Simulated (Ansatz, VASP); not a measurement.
## One calculation of BaS, two programs

```
Ba S
1.0
     0.00000    3.19128    3.19128
     3.19128    0.00000    3.19128
     3.19128    3.19128    0.00000
Ba S
1 1
Direct
  0.00000 0.00000 0.00000
  0.50000 0.50000 0.50000
```

Alike in both runs: functional r2SCAN; k mesh 8 × 8 × 8; occupations fermi-dirac, width 0.02 eV; no spin polarisation.

Ansatz relaxed the structure, and its values are those at the end. VASP's run is a single point on that final structure, the one shown.

|  | VASP | Ansatz |
| --- | --- | --- |
| version | VASP 6.6.1 | Ansatz 0.2.0 |
| potentials or method | VASP PAW PBE potentials, release 64 (Ba_sv, S), cutoff 520 eV | PAW plane waves |
| valence electrons in the cell | 16 | 16 |

```csv
,VASP,Ansatz,Ansatz less VASP
gap on the k mesh at the Fermi level (eV),2.46,2.55,+0.091
pressure (GPa),1.5,0.9,-0.59
```

VASP's potentials were made for PBE, not for r2SCAN. Ansatz's warnings: stress scf threshold loose.

Neither program's run includes spin-orbit coupling.
